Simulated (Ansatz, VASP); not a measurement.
C: VASP beside Ansatz

```
C
1.0
     0.00000    1.78337    1.74770
     1.78337    0.00000    1.74770
     1.78337    1.78337    0.00000
C
2
Direct
  0.00000 0.00000 0.00000
  0.25000 0.25000 0.25000
```

Alike in both runs: task single point; functional PBE; k mesh 10 × 10 × 10; occupations fermi-dirac, width 0.02 eV; no spin polarisation.

```csv
,VASP,Ansatz
version,VASP 6.6.1,Ansatz 0.2.0
potentials or method,"VASP PAW PBE potentials, release 64 (C), cutoff 520 eV","plane waves, PAW"
valence electrons in the cell,8,8
```

Ansatz gave:

| Property | Result |
| --- | --- |
| pressure (GPa) | 11.0 |
| traceless stress, the component that is largest in VASP (GPa) | 12.54 |

Q: Estimate VASP's values.

A: Pressure (GPa): 11.8; traceless stress, the component that is largest in VASP (GPa): 12.53.
